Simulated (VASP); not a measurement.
# HfZrSe4 (P-6m2) in VASP: notebook, part 2 of 2

VASP 6.6.1. The steps go on from the part before.

## Step 3: Single point, PBE

This run uses another cell than the first one, of 26.07 Å³/atom, 1.170 times its volume.

Contents of INCAR:

```
PREC = Accurate
ENCUT = 520
EDIFF = 1E-6
ISMEAR = 0
SIGMA = 0.1
LREAL = False
LASPH = True
NELM = 60
ALGO = Normal
ISIF = 2
LWAVE = False
LCHARG = False
GGA = PE
NBANDS = 32
```

Contents of KPOINTS:

```
Automatic mesh
0
Gamma
  3 3 4
```

Contents of POSCAR:

```
HfZrSe4
1.0
    6.0627562800      0.0000000000      0.0000000000
   -3.0313781400      5.2505009500      0.0000000000
    0.0000000000      0.0000000000      4.9129492400
Zr Hf Se
1 1 4
Direct
    0.6666666700      0.3333333300      0.0000000000
    0.3333333300      0.6666666700      0.0000000000
    0.0000000000      0.0000000000      0.0000000000
    0.3316383300      0.1658191600      0.5000000000
    0.8341808400      0.1658191600      0.5000000000
    0.8341808400      0.6683616700      0.5000000000
```

Potentials or basis: VASP PAW PBE potentials, release 64 (Zr_sv, Hf_pv, Se).

Launch:

```
$ cat potpaw_PBE.64/Zr_sv/POTCAR potpaw_PBE.64/Hf_pv/POTCAR potpaw_PBE.64/Se/POTCAR > POTCAR
$ mpirun -np 1 vasp_std > vasp.out
```

OUTCAR:

```text
PREC = Accurate
   ENCUT = 520
   EDIFF = 1E-6
   ISMEAR = 0
   LREAL = False
   LASPH = True
   NELM = 60
   ISIF = 2
   GGA = PE

 ion  position               nearest neighbor table
   1  0.667  0.333  0.000-   6 3.02   6 3.02   4 3.02   4 3.02   5 3.02   5 3.02   2 3.50   2 3.50
                             2 3.50
   2  0.333  0.667  0.000-   1 3.50   1 3.50   1 3.50
   3  0.000  0.000  0.000-
   4  0.332  0.166  0.500-   1 3.02   1 3.02
   5  0.834  0.166  0.500-   1 3.02   1 3.02
   6  0.834  0.668  0.500-   1 3.02   1 3.02

  LATTYP: Found a hexagonal cell.
 ALAT       =     6.0627562800
 C/A-ratio  =     0.8103491239

  Lattice vectors:

 A1 = (   6.0627562800,   0.0000000000,   0.0000000000)
 A2 = (  -3.0313781400,   5.2505009500,   0.0000000000)
 A3 = (   0.0000000000,   0.0000000000,   4.9129492400)

Analysis of symmetry for initial positions (statically):
=====================================================================
 Subroutine PRICEL returns:
 Original cell was already a primitive cell.

 Routine SETGRP: Setting up the symmetry group for a
 hexagonal supercell.

 Subroutine GETGRP returns: Found 12 space group operations
 (whereof 12 operations were pure point group operations)
 out of a pool of 24 trial point group operations.

The static configuration has the point symmetry D_3h.

Analysis of symmetry for dynamics (positions and initial velocities):
=====================================================================
 Subroutine PRICEL returns:
 Original cell was already a primitive cell.

 Routine SETGRP: Setting up the symmetry group for a
 hexagonal supercell.

 Subroutine GETGRP returns: Found 12 space group operations
 (whereof 12 operations were pure point group operations)
 out of a pool of 24 trial point group operations.
[... 110 lines left out ...]
   IALGO  =     38    algorithm
   IMIX   =      4    mixing-type and parameters
     AMIX     =   0.40;   BMIX     =  1.00
     AMIX_MAG =   1.60;   BMIX_MAG =  1.00
  volume/ion in A,a.u.               =      26.07       175.90
  Fermi-wavevector in a.u.,A,eV,Ry     =   1.088737  2.057415 16.127648  1.185349
  Thomas-Fermi vector in A             =   2.224925
   LORBIT       =      0    0 simple, 1 ext, 2 COOP (PROOUT), +10 PAW based schemes
   GGA     = PE    functional components
   LHFCALC =     F    Hartree Fock is set to
   AEXX    =    0.0000 exact exchange contribution
   IVDW    =     0    specifies the selected vdW correction
   LEPSILON=     F    determine dielectric tensor
   LRPA    =     F    only Hartree local field effects (RPA)
 non-spin polarized calculation
 Gauss-broadening in eV      SIGMA  =   0.10
  energy-cutoff  :      520.00
  volume of cell :      156.39
 maximum number of plane-waves:      4233
 NGX is ok and might be reduce to    48
   NGX = 23   NGY = 23   NGZ = 19

 number of electron      46.0000004 magnetization

 Free energy of the ion-electron system (eV)
  ---------------------------------------------------
  ext. energy  EPLUGINS =         0.00000000
  ---------------------------------------------------
  free energy    TOTEN  =       -29.91638936 eV

  energy without entropy =      -29.87992926  energy(sigma->0) =      -29.89815931

 E-fermi :   4.4731     XC(G=0):  -9.7838

 val. band max:        4.4723163434   @ k =   0.3333   0.3333   0.5000
 cond. band min:       4.4929393597   @ k =   0.0000   0.0000   0.0000
 fundamental gap:      0.0206230163
 Fermi energy:         4.4731069584

 k-point     1 :       0.0000    0.0000    0.0000
  band No.  band energies     occupation
      1     -45.0243      2.00000
      2     -28.5485      2.00000
      3     -28.1267      2.00000
      4     -28.1267      2.00000
      5     -23.0183      2.00000
      6     -23.0183      2.00000
[... 304 lines left out ...]
     31       7.0825      0.00000
     32       7.2237      0.00000

------------------------ aborting loop because EDIFF is reached ----------------------------------------

  FORCE on cell =-STRESS in cart. coord.  units (eV):
  Direction    XX          YY          ZZ          XY          YZ          ZX
  --------------------------------------------------------------------------------------
  -------------------------------------------------------------------------------------
  Total       -9.5769007     -9.5769007     -5.5566187      0.0000000      0.0000000      0.0000000
  in kB      -98.1120696    -98.1120694    -56.9256563      0.0000000      0.0000000      0.0000000
  external PRESSURE =     -84.3832651 kB  Pullay stress =       0.0000000 kB

 VOLUME and BASIS-vectors are now :
 -----------------------------------------------------------------------------
  energy-cutoff  :      520.00
  volume of cell :      156.39
      direct lattice vectors                 reciprocal lattice vectors
     6.062756280  0.000000000  0.000000000     0.164941481  0.095229009  0.000000000
    -3.031378140  5.250500950  0.000000000     0.000000000  0.190458017  0.000000000
     0.000000000  0.000000000  4.912949240     0.000000000  0.000000000  0.203543727

 POSITION                                       TOTAL-FORCE (eV/Angst)
 -----------------------------------------------------------------------------------
      3.03138      1.75017      0.00000         0.000000     -0.000000      0.000000
     -0.00000      3.50033      0.00000         0.000000     -0.000000      0.000000
      0.00000      0.00000      0.00000         0.000000     -0.000000      0.000000
      1.50798      0.87063      2.45647         0.767538      0.443138      0.000000
      4.55477      0.87063      2.45647        -0.767538      0.443138      0.000000
      3.03138      3.50923      2.45647         0.000000     -0.886276     -0.000000
 -----------------------------------------------------------------------------------
    total drift:                               -0.000082      0.000047      0.000000

  FREE ENERGIE OF THE ION-ELECTRON SYSTEM (eV)
  ---------------------------------------------------
  free  energy   TOTEN  =       -29.9163893636 eV

  energy  without entropy=      -29.8799292622  energy(sigma->0) =      -29.89815931
```

stdout:

```text
POSCAR found type information on POSCAR ZrHfSe
 POSCAR found :  3 types and       6 ions
 scaLAPACK will be used
 LDA part: xc-table for (Slater+PW92), standard interpolation
 POSCAR, INCAR and KPOINTS ok, starting setup
 FFT: planning ... GRIDC
 FFT: planning ... GRID_SOFT
 FFT: planning ... GRID
 WAVECAR not read
 entering main loop
```

Wall time 69 s (1 thread of Intel Xeon Platinum 8259CL at 2.50GHz (Skylake/Cascade Lake), shared host); peak memory 0.32 GiB.

Results:

| Item | Value |
| --- | --- |
| Free energy | -29.9164 eV |
| Pressure | -8.4 GPa |
| Largest force | 0.886 eV/Å |
| Band gap on the k mesh | zero (band 23 reaches 5.02 eV, above the bottom of band 24 at 4.33 eV) |

Forces on the atoms (eV/Å):
```
Zr   0.000  0.000  0.000
Hf   0.000  0.000  0.000
Se   0.000  0.000  0.000
Se   0.768  0.443  0.000
Se  -0.768  0.443  0.000
Se   0.000 -0.886  0.000
```

Levels at points of the mesh, in eV from the Fermi level:
```csv
k point,band 20,band 21,band 22,band 23,band 24,band 25,band 26,band 27
"(0.00, 0.00, 0.00)",-2.25,-0.33,0.02,0.32,0.32,0.46,0.46,0.84
"(0.00, 0.00, 0.50)",-0.42,-0.24,0.55,0.55,0.75,0.75,0.86,0.91
```

Caveat: the k points lie up to 0.40 Å⁻¹ apart; spin-orbit coupling is left out, which moves the levels of the heavy elements.
